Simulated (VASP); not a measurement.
Runs of VASP 6.6.1 on C. The structure is that of space group Fd-3m (No. 227), or close to it. The cells are those of the table. 

```csv
cell,gap on the mesh (eV),pressure (GPa)
"a = 2.383 Å, angles 60.0°, 2 atoms",4.52,105.1
"a = 2.559 Å, angles 60.0°, 2 atoms",4.03,-15.3
"a = 2.522 Å, angles 60.0°, 2 atoms",4.13,2.5
"a = 2.532 Å, angles 60.0°, 2 atoms",4.10,-2.7
"a = 2.525 Å, angles 60.0°, 2 atoms",4.12,(c)
"a = 2.491 Å, angles 60.0°, 2 atoms",(b),(a)
"a = 2.456 Å, angles 60.0°, 2 atoms",4.31,43.1
"a = 2.420 Å, angles 60.0°, 2 atoms",4.41,71.1
"a = 2.344 Å, angles 60.0°, 2 atoms",4.64,146.4
```

Alike in all rows: task single point; level PBE; potentials or basis VASP PAW PBE potentials, release 64 (C); no spin polarisation; k mesh 22 × 22 × 22; cutoff (eV) 520; smearing gaussian 0.05 eV.

Question: Fill in the values left out.

Answer: (a) 19.9; (b) 4.21; (c) 0.7.

A k mesh can miss the band edges.
